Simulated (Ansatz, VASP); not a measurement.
## One calculation of CaO, two programs

The input POSCAR:

```
CaO
1.0
    0.0000000000      2.6064387314      2.6064387314
    2.6064387314      0.0000000000      2.6064387314
    2.6064387314      2.6064387314      0.0000000000
Ca O
1 1
Direct
    0.0000000000      0.0000000000      0.0000000000
    0.2538366526      0.2461633474      0.2538366526
```

Contents of INCAR.step1:

```
SYSTEM = CaO
PREC     = Accurate       ! precision mode
ENCUT    = 520            ! plane-wave cutoff, eV
ISMEAR   = 0              ! smearing method
SIGMA    = 0.05           ! smearing width, eV
LREAL    = .FALSE.        ! projectors in reciprocal space
LASPH    = .TRUE.         ! aspherical terms in the spheres
NELM     = 60             ! most SCF steps
NBANDS   = 15             ! bands
GGA      = PE             ! functional
ALGO     = Normal         ! electronic algorithm
EDIFF    = 1E-4           ! SCF threshold, eV
LWAVE    = .TRUE.         ! write WAVECAR
LCHARG   = .FALSE.        ! write CHGCAR
```

Contents of INCAR.step2:

```
SYSTEM = CaO
PREC     = Accurate       ! precision mode
ENCUT    = 520            ! plane-wave cutoff, eV
EDIFF    = 1E-6           ! SCF threshold, eV
ISMEAR   = 0              ! smearing method
SIGMA    = 0.05           ! smearing width, eV
LREAL    = .FALSE.        ! projectors in reciprocal space
LASPH    = .TRUE.         ! aspherical terms in the spheres
NELM     = 60             ! most SCF steps
ALGO     = Normal         ! electronic algorithm
ISIF     = 2              ! what is computed and relaxed
LWAVE    = .FALSE.        ! write WAVECAR
LCHARG   = .FALSE.        ! write CHGCAR
METAGGA  = R2SCAN         ! meta-GGA
LMIXTAU  = .TRUE.       
NBANDS   = 15             ! bands
ISTART   = 1
```

The input KPOINTS:

```
Automatic mesh
0
G
  8 8 8
  0 0 0
```

Input for Ansatz:

```yaml
crystal:
  lattice:
    - [0.0, 2.6064387314, 2.6064387314]
    - [2.6064387314, 0.0, 2.6064387314]
    - [2.6064387314, 2.6064387314, 0.0]
  atoms:
    - { symbol: Ca, position: [0.0, 0.0, 0.0] }
    - { symbol: O, position: [0.2538366526, 0.2461633474, 0.2538366526] }
basis:
  ecutwfc: 500
  ecutrho_ratio: 4
kpoints:
  mp_grid: { grid: [8, 8, 8] }
hamiltonian:
  xc: r2scan
scf:
  occupations: { method: gaussian, width: 0.05 }
output:
  forces: true
  stress: true
  eigenvalues: true
  write_density: true
  write_potential: true
  elf: true
  volumetric_format: npy
```

Alike in both runs: task single point; functional r2SCAN; k mesh 8 × 8 × 8; occupations gaussian, width 0.05 eV; no spin polarisation.

|  | VASP | Ansatz |
| --- | --- | --- |
| version | VASP 6.6.1 | Ansatz 0.2.0 |
| potentials or method | VASP PAW PBE potentials, release 64 (Ca_sv, O), cutoff 520 eV | scalar-relativistic, plane waves, PAW |
| valence electrons in the cell | 16 | 16 |

VASP gave:

* gap on the k mesh at the Fermi level (eV): 3.73
* least direct gap on the mesh (eV): 4.35
* pressure (GPa): 0.9
* traceless stress, the component that is largest in VASP (GPa): -0.58
* rms of the force components (eV/Å): 0.076

Estimate Ansatz's values.

gap on the k mesh at the Fermi level (eV): 3.76; least direct gap on the mesh (eV): 4.36; pressure (GPa): 0.0; traceless stress, the component that is largest in VASP (GPa): -0.52; rms of the force components (eV/Å): 0.072.

VASP's potentials were made for PBE, not for r2SCAN. Atom by atom the forces differ by 0.004 eV/Å (rms over components).
